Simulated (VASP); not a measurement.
Wanted: the native input for a VASP 6.6.1 run.

* Task: single point
* Functional: PBE
* Potentials or basis: VASP PAW PBE potentials, release 64 (Au)
* Cutoff: 520 eV
* k mesh: 16 × 16 × 8
* Occupations: gaussian, width 0.1 eV
* Spin: no spin polarisation
* Dipole correction: no
* Further INCAR settings: ALGO = Fast; EDIFF = 1e-06; NBANDS = 18

The structure of Au lies in POSCAR:

```
Au
1.0
    1.4113099650     -2.5559330250      0.0000000000
    1.4113099650      2.5559330250      0.0000000000
    0.0000000000      0.0000000000      4.8931696100
Au
2
Direct
    0.6653279700      0.3346720300      0.2500000000
    0.3346720300      0.6653279700      0.7500000000
```

These files were run (other wordings do the same):

INCAR

```
PREC     = Accurate       # precision mode
ENCUT    = 520            # plane-wave cutoff, eV
EDIFF    = 1E-6           # SCF threshold, eV
ISMEAR   = 0              # smearing method
SIGMA    = 0.1            # smearing width, eV
LREAL    = False          # projectors in reciprocal space
LASPH    = True           # aspherical terms in the spheres
NELM     = 100            # most SCF steps
ALGO     = Fast           # electronic algorithm
ISIF     = 2              # what is computed and relaxed
LWAVE    = False          # write WAVECAR
LCHARG   = False          # write CHGCAR
GGA      = PE             # functional
NBANDS   = 18             # bands
```

KPOINTS

```
regular mesh
0
Gamma
  16 16 8
```

Potentials or basis: VASP PAW PBE potentials, release 64 (Au).

Command:

```bash
$ cat potpaw_PBE.64/Au/POTCAR > POTCAR
$ mpirun -np 1 vasp_std > vasp.out
```

Results of the run:

```json
{
 "Pressure": "3.0 GPa",
 "Largest force": "0.016 eV/Å",
 "Band gap on the k mesh": "zero (band 11 reaches 12.94 eV, above the bottom of band 12 at 6.36 eV)"
}
```

Caveat: spin-orbit coupling is left out, which moves the levels of the heavy elements.

It took 2.4 min on 1 thread of Intel(R) Xeon(R) Platinum 8259CL CPU @ 2.50GHz (Skylake/Cascade Lake), on a shared host, peak memory 0.3 GiB.
